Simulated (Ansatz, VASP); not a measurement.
FeO: VASP beside Ansatz

The input INCAR:

```
SYSTEM = FeO
PREC     = Accurate       ! precision mode
ENCUT    = 520            ! plane-wave cutoff, eV
EDIFF    = 1E-6           ! SCF threshold, eV
ISMEAR   = -1             ! smearing method
SIGMA    = 0.05           ! smearing width, eV
LREAL    = .False.        ! projectors in reciprocal space
LASPH    = .True.         ! aspherical terms in the spheres
NELM     = 150            ! most SCF steps
ALGO     = Normal         ! electronic algorithm
ISIF     = 2              ! what is computed and relaxed
LWAVE    = .False.        ! write WAVECAR
LCHARG   = .False.        ! write CHGCAR
ISPIN    = 2              ! spin polarisation
MAGMOM   = -2.68 0        ! initial moments
LORBIT   = 11             ! projections on sites
LMAXMIX  = 4              ! l up to which the mixer works
GGA      = PE             ! functional
NBANDS   = 18             ! bands
```

Contents of KPOINTS:

```
Automatic mesh
0
Gamma
  11 11 11
  0 0 0
```

File POSCAR:

```
FeO
1.0
    0.0000000000      2.1554001600      2.1554001600
    2.1554001600      0.0000000000      2.1554001600
    2.1554001600      2.1554001600      0.0000000000
Fe O
1 1
Direct
    0.0000000000      0.0000000000      0.0000000000
    0.5000000000      0.5000000000      0.5000000000
```

Contents of input.yaml:

```yaml
crystal:
  lattice:
    - [0.0, 2.15540016, 2.15540016]
    - [2.15540016, 0.0, 2.15540016]
    - [2.15540016, 2.15540016, 0.0]
  atoms:
    - { symbol: Fe, position: [0.0, 0.0, 0.0], spin: -2.68 }
    - { symbol: O, position: [0.5, 0.5, 0.5] }
hamiltonian:
  xc: pbe
  pseudopotentials: { kind: paw }
magnetization:
  spin_polarized: true
kpoints:
  mp_grid: { grid: [11, 11, 11] }
scf:
  occupations: { method: fermi_dirac, width: 0.05 }
output:
  forces: true
  stress: true
  eigenvalues: true
  write_density: true
  write_potential: true
  elf: true
  volumetric_format: npy
```

Alike in both runs: task single point; functional PBE; k mesh 11 × 11 × 11; occupations fermi-dirac, width 0.05 eV; collinear spin.

|  | VASP | Ansatz |
| --- | --- | --- |
| version | VASP 6.6.1 | Ansatz 0.2.0 |
| potentials or method | VASP PAW PBE potentials, release 64 (Fe, O) | Ansatz PAW |
| plane-wave cutoff (eV) | 520 | 420 |
| valence electrons in the cell | 14 | 22 |

```csv
,VASP,Ansatz,Ansatz less VASP
gap on the k mesh at the Fermi level (eV),none,none,-
pressure (GPa),-0.2,-0.2,-0.04
net moment per atom (μB),2.00,2.00,0.000
size of the moment on the site where the two differ most (μB),3.62,3.45,-0.169
```

Site moments also hang on the region over which each program counts them. A gap of «none» marks a metal or a gap that the smearing closes. VASP's potentials hold 14 valence electrons a cell and Ansatz's 22, so a difference there can come from the potentials and not from the codes.
